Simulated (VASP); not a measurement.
C:

```
CELL_PARAMETERS angstrom
0.00000 1.80357 1.80357
1.80357 0.00000 1.80357
1.80357 1.80357 0.00000
ATOMIC_POSITIONS crystal
C 0.50000 0.50000 0.50000
C 0.75000 0.75000 0.75000
```

This cell differs from its parent crystal: volume scaled by 1.04.

Base run:

```yaml
Program: VASP 6.6.1
Functional: r2SCAN
Potentials_or_basis: VASP PAW PBE potentials, release 64 (C)
Cutoff: 520 eV
k_mesh: 13 × 13 × 13
Occupations: fermi-dirac, width 0.05 eV
Spin: no spin polarisation
```

Its results: band gap on the k mesh 4.26 eV, indirect (least direct gap 5.74 eV); pressure -15.5 GPa.

Q: The run is repeated on the same cell with these changes: potentials or basis from VASP PAW PBE potentials, release 64 (C) to VASP PAW PBE potentials, release 64 (C_h); cutoff from 520 eV to 910 eV. What comes out?

A: Band gap on the k mesh 4.29 eV, indirect (least direct gap 5.78 eV); pressure -17.2 GPa.

Caveats: the PAW data sets were made with another functional, which shifts forces and pressure a little; the cutoff is under 1.25 times the usual one of these potentials, so pressure, stress and relaxed cells hold a basis-set (Pulay) error (some runs).

A k mesh can miss the band edges.
